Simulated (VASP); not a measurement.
Here is a VASP 6.6.1 calculation.

The input POSCAR:

```
AlN
1.0
    3.1066653383      0.0000000000      0.0000000000
   -1.5533326691      2.6904511040      0.0000000000
    0.0000000000      0.0000000000      4.9784048429
Al N
2 2
Direct
    0.3333333333      0.6666666667      0.0468881019
    0.6666666667      0.3333333333      0.5016929024
    0.3333333333      0.6666666667      0.3833070976
    0.6666666667      0.3333333333      0.8833070976
```

INCAR.step1

```
SYSTEM = AlN
  ALGO = Normal
  EDIFF = 1E-4
  ENCUT = 520
  GGA = PE
  ISMEAR = 0
  LASPH = .True.
  LCHARG = .False.
  LREAL = .False.
  LWAVE = .True.
  NBANDS = 16
  NELM = 100
  PREC = Accurate
  SIGMA = 0.05
```

File INCAR.step2:

```
SYSTEM = AlN
  ALGO = Normal
  EDIFF = 1E-6
  ENCUT = 520
  ISIF = 2
  ISMEAR = 0
  ISTART = 1
  LASPH = .True.
  LCHARG = .False.
  LMIXTAU = .True.
  LREAL = .False.
  LWAVE = .False.
  METAGGA = R2SCAN
  NBANDS = 16
  NELM = 100
  PREC = Accurate
  SIGMA = 0.05
```

KPOINTS

```
k-points
0
Gamma
  12 12 6
  0 0 0
```

Potentials or basis: VASP PAW PBE potentials, release 64 (Al, N).

The run is started by

```console
$ cat potpaw_PBE.64/Al/POTCAR potpaw_PBE.64/N/POTCAR > POTCAR
$ cp INCAR.step1 INCAR
$ mpirun -np 1 vasp_std > vasp.out
$ cp INCAR.step2 INCAR
$ mpirun -np 1 vasp_std > vasp.out
```

Q: What does it give for the largest force?

A: 7.695 eV/Å.

Q: Predict the pressure.

A: 4.7 GPa.

Q: Predict the band gap on the k mesh.

A: 3.92 eV.

Stress tensor (GPa, compression positive):
```
-3.08  0.00  0.00
 0.00 -3.08  0.00
 0.00  0.00 20.40
```

Caveat: the cell differs from its parent crystal (atom 1 (Al) moved by (+0.000, +0.225) A along x and z); the cell stands under pressure; the PAW data sets were made with another functional, which shifts forces and pressure a little. A k mesh can miss the band edges.
